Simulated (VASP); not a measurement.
# VSi (wurtzite type) (P6_3/mmc) in VASP: a series of runs

VSi (wurtzite type) is run at these levels: LDA; tasks: single point.

Everything below comes from runs of VASP 6.6.1. Logs are shortened: lines on timing, memory, paths and dates and some standing lists are left out, and cuts for length are marked.

## (1) The cell of the first run

Symmetry: P6_3/mmc, No. 194, hexagonal system. Conventional cell: a = 3.635 Å, b = 3.635 Å, c = 4.207 Å, α = 90.00°, β = 90.00°, γ = 120.00°. Within 2.8 Å of V (site symmetry -6m2) lie 5 Si at 2.10 Å. Within 2.8 Å of Si (site symmetry -6m2) lie 5 V at 2.10 Å.

## (2) Single point, LDA

File INCAR:

```
PREC     = Accurate       # precision mode
ENCUT    = 520            # plane-wave cutoff, eV
EDIFF    = 1E-6           # SCF threshold, eV
ISMEAR   = -1             # smearing method
SIGMA    = 0.1            # smearing width, eV
LREAL    = F              # projectors in reciprocal space
LASPH    = T              # aspherical terms in the spheres
NELM     = 80             # most SCF steps
ALGO     = Normal         # electronic algorithm
ISIF     = 2              # what is computed and relaxed
LWAVE    = F              # write WAVECAR
LCHARG   = F              # write CHGCAR
NBANDS   = 25             # bands
```

File KPOINTS:

```
regular mesh
0
Gamma
  10 10 6
```

File POSCAR:

```
VSi
1.0
    3.6345588337      0.0000000000      0.0000000000
   -1.8172794169      3.1476202815      0.0000000000
    0.0000000000      0.0000000000      4.2068648443
V Si
2 2
Direct
    0.3333333333      0.6666666667     -0.0620000010
    0.6666666667      0.3333333333      0.4379999990
    0.3333333333      0.6666666667      0.4380000010
    0.6666666667      0.3333333333      0.9380000010
```

Potentials or basis: VASP PAW LDA potentials, release 64 (V_sv, Si).

On the command line:

```sh
cat potpaw_LDA.64/V_sv/POTCAR potpaw_LDA.64/Si/POTCAR > POTCAR
mpirun -np 1 vasp_std > vasp.out
```

OUTCAR:

```text
PREC = Accurate
   ENCUT = 520
   EDIFF = 1E-6
   ISMEAR = -1
   LREAL = F
   LASPH = T
   NELM = 80
   ISIF = 2

 ion  position               nearest neighbor table
   1  0.333  0.667  0.938-   4 2.10   4 2.10   4 2.10   3 2.10   3 2.10
   2  0.667  0.333  0.438-   3 2.10   3 2.10   3 2.10   4 2.10   4 2.10
   3  0.333  0.667  0.438-   2 2.10   2 2.10   2 2.10   1 2.10   1 2.10   4 2.97   4 2.97   4 2.97
                             4 2.97   4 2.97   4 2.97
   4  0.667  0.333  0.938-   1 2.10   1 2.10   1 2.10   2 2.10   2 2.10   3 2.97   3 2.97   3 2.97
                             3 2.97   3 2.97   3 2.97

  LATTYP: Found a hexagonal cell.
 ALAT       =     3.6345588337
 C/A-ratio  =     1.1574623047

  Lattice vectors:

 A1 = (   3.6345588337,   0.0000000000,   0.0000000000)
 A2 = (  -1.8172794169,   3.1476202815,   0.0000000000)
 A3 = (   0.0000000000,   0.0000000000,   4.2068648443)

Analysis of symmetry for initial positions (statically):
=====================================================================
 Subroutine PRICEL returns:
 Original cell was already a primitive cell.

 Routine SETGRP: Setting up the symmetry group for a
 hexagonal supercell.

 Subroutine GETGRP returns: Found 24 space group operations
 (whereof  6 operations were pure point group operations)
 out of a pool of 24 trial point group operations.

The static configuration has the point symmetry C_3v.
 The point group associated with its full space group is D_6h.

Analysis of symmetry for dynamics (positions and initial velocities):
=====================================================================
 Subroutine PRICEL returns:
 Original cell was already a primitive cell.

 Routine SETGRP: Setting up the symmetry group for a
 hexagonal supercell.

 Subroutine GETGRP returns: Found 24 space group operations
 (whereof  6 operations were pure point group operations)
 out of a pool of 24 trial point group operations.

The dynamic configuration has the point symmetry C_3v.
 The point group associated with its full space group is D_6h.

 Subroutine INISYM returns: Found 24 space group operations
 (whereof  6 operations are pure point group operations),
 and found     1 'primitive' translations

----------------------------------------------------------------------------------------

                                     Primitive cell

  volume of cell :      48.1274

  direct lattice vectors                    reciprocal lattice vectors
[... 86 lines left out ...]
   LNONCOLLINEAR =      F non collinear calculations
   LSORBIT =      F    spin-orbit coupling
   LASPH  =      T    aspherical Exc in radial PAW
   ENCUT  =  520.0 eV  38.22 Ry    6.18 a.u.   6.76  6.76  7.82*2*pi/ulx,y,z
   NELM   =     80;   NELMIN=  2; NELMDL= -5     # of ELM steps
   EDIFF  = 0.1E-05   stopping-criterion for ELM
   LREAL  =      F    real-space projection
   EDIFFG = 0.1E-04   stopping-criterion for IOM
   NSW    =      0    number of steps for IOM
   IBRION =     -1    ionic relax: 0-MD 1-quasi-New 2-CG
   NFREE  =      0    steps in history (QN), initial steepest desc. (CG)
   ISIF   =      2    stress and relaxation
   ISYM   =      2    0-nonsym 1-usesym 2-fastsym
   POTIM  = 0.5000    time-step for ionic-motion
   TEBEG  =    0.0;   TEEND  =   0.0 temperature during run
   PSTRESS=    0.0 pullay stress
   NELECT =      34.0000    total number of electrons
   NUPDOWN=      -1.0000    fix difference up-down
   EMIN   =  10.00;   EMAX   =-10.00  energy-range for DOS
   EFERMI =   0.00;   METHOD = LEGACY
   ISMEAR =    -1;   SIGMA  =   0.10  broadening in eV -4-tet -1-fermi 0-gaus
   EFERMI_NEDOS =   21; number of points for ismear=-14 and -15
   IALGO  =     38    algorithm
   IMIX   =      4    mixing-type and parameters
     AMIX     =   0.40;   BMIX     =  1.00
     AMIX_MAG =   1.60;   BMIX_MAG =  1.00
  volume/ion in A,a.u.               =      12.03        81.19
  Fermi-wavevector in a.u.,A,eV,Ry     =   1.458043  2.755301 28.924473  2.125889
  Thomas-Fermi vector in A             =   2.574773
   LORBIT       =      0    0 simple, 1 ext, 2 COOP (PROOUT), +10 PAW based schemes
   GGA     = CA    functional components
   LHFCALC =     F    Hartree Fock is set to
   AEXX    =    0.0000 exact exchange contribution
   IVDW    =     0    specifies the selected vdW correction
   LEPSILON=     F    determine dielectric tensor
   LRPA    =     F    only Hartree local field effects (RPA)
 non-spin polarized calculation
  energy-cutoff  :      520.00
  volume of cell :       48.13
 maximum number of plane-waves:      1322
 NGX is ok and might be reduce to    28
   NGX = 13   NGY = 13   NGZ = 15

 number of electron      34.0000016 magnetization

 Free energy of the ion-electron system (eV)
  ---------------------------------------------------
  ext. energy  EPLUGINS =         0.00000000
  ---------------------------------------------------
  free energy    TOTEN  =       -27.00448202 eV

  energy without entropy =      -26.89182611  energy(sigma->0) =      -26.94815407

 E-fermi :  10.9100     XC(G=0): -12.5825

 val. band max:       10.8993024192   @ k =   0.3000   0.1000   0.3333
 cond. band min:      10.9214961994   @ k =   0.3000   0.1000   0.1667
 fundamental gap:      0.0221937802
 Fermi energy:        10.9099919631

 k-point     1 :       0.0000    0.0000    0.0000
  band No.  band energies     occupation
      1     -51.6950      2.00000
      2     -51.6244      2.00000
      3     -26.2503      2.00000
      4     -26.2503      2.00000
      5     -26.2039      2.00000
      6     -26.1176      2.00000
[... 661 lines left out ...]
     24      16.2153      0.00000
     25      17.5776      0.00000

 [... further k-points ...]
[... 5 lines left out ...]
  --------------------------------------------------------------------------------------
  -------------------------------------------------------------------------------------
  Total       23.9949643     23.9949643     24.0892769     -0.0000000     -0.0000000      0.0000000
  in kB      798.8000663    798.8000663    801.9397650     -0.0000000     -0.0000000      0.0000000
  external PRESSURE =     799.8466325 kB  Pullay stress =       0.0000000 kB

 VOLUME and BASIS-vectors are now :
 -----------------------------------------------------------------------------
  energy-cutoff  :      520.00
  volume of cell :       48.13
      direct lattice vectors                 reciprocal lattice vectors
     3.634558834  0.000000000  0.000000000     0.275136556  0.158850165  0.000000000
    -1.817279417  3.147620282  0.000000000     0.000000000  0.317700329  0.000000000
     0.000000000  0.000000000  4.206864844     0.000000000  0.000000000  0.237706710

 POSITION                                       TOTAL-FORCE (eV/Angst)
 -----------------------------------------------------------------------------------
     -0.00000      2.09841      3.94604         0.000000     -0.000000     -0.000000
      1.81728      1.04921      1.84261        -0.000000     -0.000000      0.000000
     -0.00000      2.09841      1.84261        -0.000000     -0.000000      0.000000
      1.81728      1.04921      3.94604         0.000000      0.000000      0.000000
 -----------------------------------------------------------------------------------
    total drift:                               -0.000000      0.000000      0.000071

  FREE ENERGIE OF THE ION-ELECTRON SYSTEM (eV)
  ---------------------------------------------------
  free  energy   TOTEN  =       -27.0044820178 eV

  energy  without entropy=      -26.8918261145  energy(sigma->0) =      -26.94815407
```

OSZICAR:

```text
N       E                     dE             d eps       ncg     rms          rms(c)
DAV:   1     0.405326611726E+03    0.40533E+03   -0.19783E+04  2840   0.146E+03
DAV:   2    -0.141743080798E+02   -0.41950E+03   -0.40717E+03  2812   0.466E+02
DAV:   3    -0.300757844968E+02   -0.15901E+02   -0.15556E+02  3457   0.101E+02
DAV:   4    -0.303096005367E+02   -0.23382E+00   -0.23319E+00  3125   0.121E+01
DAV:   5    -0.303131023652E+02   -0.35018E-02   -0.34997E-02  3459   0.158E+00    0.480E+01
DAV:   6    -0.275342416434E+02    0.27789E+01   -0.20976E+01  3091   0.422E+01    0.833E+00
DAV:   7    -0.271386657932E+02    0.39558E+00   -0.47349E+00  3003   0.216E+01    0.140E+01
DAV:   8    -0.270080839212E+02    0.13058E+00   -0.40059E-01  3122   0.574E+00    0.667E-01
DAV:   9    -0.270051379050E+02    0.29460E-02   -0.17328E-02  3149   0.119E+00    0.493E-01
DAV:  10    -0.270045032600E+02    0.63465E-03   -0.17440E-03  3200   0.324E-01    0.786E-02
DAV:  11    -0.270044856086E+02    0.17651E-04   -0.12473E-04  3141   0.138E-01    0.406E-02
DAV:  12    -0.270044832312E+02    0.23774E-05   -0.26880E-05  3112   0.308E-02    0.256E-02
DAV:  13    -0.270044821183E+02    0.11129E-05   -0.22951E-06  2692   0.121E-02    0.678E-03
DAV:  14    -0.270044820178E+02    0.10048E-06   -0.32477E-07  1607   0.406E-03
   1 F= -.27004482E+02 E0= -.26948154E+02  d E =-.112656E+00
```

Wall time 23 s (1 thread of Intel Xeon 6975P-C (Granite Rapids), shared host); peak memory 0.18 GiB.

Results:

| Quantity | Value |
| --- | --- |
| Free energy | -27.0045 eV |
| Pressure | 80.0 GPa |
| Band gap on the k mesh | zero (band 17 reaches 12.20 eV, above the bottom of band 18 at 10.23 eV) |

## (3) Single point, LDA

File INCAR:

```
PREC     = Accurate       # precision mode
ENCUT    = 520            # plane-wave cutoff, eV
EDIFF    = 1E-6           # SCF threshold, eV
ISMEAR   = -1             # smearing method
SIGMA    = 0.1            # smearing width, eV
LREAL    = False          # projectors in reciprocal space
LASPH    = True           # aspherical terms in the spheres
NELM     = 80             # most SCF steps
ALGO     = Normal         # electronic algorithm
ISIF     = 2              # what is computed and relaxed
LWAVE    = False          # write WAVECAR
LCHARG   = True           # write CHGCAR
GGA      = CA             # functional
LELF     = True           # ELF
LVHAR    = True         
NBANDS   = 25             # bands
```

KPOINTS is that of step 2.

Edit POSCAR of step 2 so:

```diff
@@ -3,3 +3,3 @@
     3.6345588337      0.0000000000      0.0000000000
-   -1.8172794169      3.1476202815      0.0000000000
+   -1.8172794168      3.1476202815      0.0000000000
     0.0000000000      0.0000000000      4.2068648443
```

Potentials or basis: VASP PAW LDA potentials, release 64 (V_sv, Si).

On the command line:

```sh
cat potpaw_LDA.64/V_sv/POTCAR potpaw_LDA.64/Si/POTCAR > POTCAR
mpirun -np 1 vasp_std > vasp.out
```

Wall time 24 s (1 thread of Intel Xeon 6975P-C (Granite Rapids), shared host); peak memory 0.18 GiB.

It converged, with:

* Free energy: -27.0045 eV
* Pressure: 80.0 GPa
* Band gap on the k mesh: zero (band 17 reaches 12.20 eV, above the bottom of band 18 at 10.23 eV)

Stress tensor (GPa, compression positive):
```
79.88  0.00  0.00
 0.00 79.88  0.00
 0.00  0.00 80.19
```

Levels at points of the mesh, in eV from the Fermi level:
```csv
k point,band 15,band 16,band 17,band 18,band 19,band 20
"(0.00, 0.00, 0.00)",-2.60,-1.39,-1.39,-0.34,1.57,1.57
"(0.50, 0.00, 0.00)",-1.70,-1.28,-0.21,0.21,0.88,1.08
"(0.00, 0.00, 0.50)",-2.68,-2.68,1.29,1.29,1.29,1.29
"(0.50, 0.00, 0.50)",-2.31,-2.31,0.16,0.16,0.69,0.69
```
